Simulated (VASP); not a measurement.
A run of VASP 6.6.1:

File POSCAR:

```
CdS
1.0
    3.8984400000      0.0000000000      0.0000000000
    0.0000000000      5.5114900000      0.0000000000
    0.0000000000      0.0000000000      3.8981000000
Cd S
2 2
Direct
    0.5000000000      0.5000000000      0.2430300000
    0.0000000000      0.0000000000      0.7569700000
    0.5000000000      0.0000000000      0.2551600000
    0.0000000000      0.5000000000      0.7448400000
```

File INCAR.step1:

```
PREC = Accurate ; ENCUT = 520
ISMEAR = -1 ; SIGMA = 0.02
LREAL = F ; LASPH = T
NELM = 80 ; NBANDS = 26
GGA = PE ; ALGO = Normal
EDIFF = 1E-4 ; LWAVE = T
LCHARG = F
```

The input INCAR.step2:

```
PREC = Accurate ; ENCUT = 520
EDIFF = 1E-6 ; ISMEAR = -1
SIGMA = 0.02 ; LREAL = F
LASPH = T ; NELM = 80
ALGO = Normal ; ISIF = 2
LWAVE = F ; LCHARG = T
METAGGA = R2SCAN ; LMIXTAU = T
LELF = T ; LVHAR = T
NBANDS = 26 ; ISTART = 1
```

File KPOINTS:

```
Automatic mesh
0
Gamma
  6 4 6
```

Potentials or basis: VASP PAW PBE potentials, release 64 (Cd, S).

Command:

```bash
$ cat potpaw_PBE.64/Cd/POTCAR potpaw_PBE.64/S/POTCAR > POTCAR
$ cp INCAR.step1 INCAR
$ mpirun -np 1 vasp_std > vasp.out
$ cp INCAR.step2 INCAR
$ mpirun -np 1 vasp_std > vasp.out
```

Hardware: 1 thread of Intel(R) Xeon(R) Platinum 8259CL CPU @ 2.50GHz (Skylake/Cascade Lake), with other jobs on the host.

Question: Estimate the wall time of this run.

Answer: Wall time 4.5 min on 1 thread of Intel(R) Xeon(R) Platinum 8259CL CPU @ 2.50GHz (Skylake/Cascade Lake), on a shared host, peak memory 0.25 GiB. Counts: k points 48.
